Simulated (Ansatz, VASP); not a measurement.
NaF: VASP beside Ansatz

```
Na F
1.0
     3.34532    0.00000    0.00000
     1.67266    2.89714    0.00000
     1.67266    0.96571    2.73145
Na F
1 1
Direct
  0.00000 0.00000 0.00000
  0.50000 0.50000 0.50000
```

Alike in both runs: task single point; functional PBEsol; k mesh 10 × 10 × 10; occupations gaussian, width 0.05 eV; no spin polarisation.

|  | VASP | Ansatz |
| --- | --- | --- |
| version | VASP 6.6.1 | Ansatz 0.2.0 |
| potentials or method | VASP PAW PBE potentials, release 64 (Na_pv, F) | Ansatz PAW |
| plane-wave cutoff (eV) | 520 | 420 |
| valence electrons in the cell | 14 | 16 |

Ansatz gave:

| Item | Value |
| --- | --- |
| gap on the k mesh at the Fermi level (eV) | 5.87 |
| least direct gap on the mesh (eV) | 5.87 |
| pressure (GPa) | -2.7 |

Q: What did VASP give for the same quantities?

A: gap on the k mesh at the Fermi level (eV): 5.85; least direct gap on the mesh (eV): 5.85; pressure (GPa): -2.9.

VASP's potentials were made for PBE, not for PBEsol. With one functional, cell and mesh, what is left measures potentials, basis and numerics. VASP's potentials hold 14 valence electrons a cell and Ansatz's 16, so a difference there can come from the potentials and not from the codes.
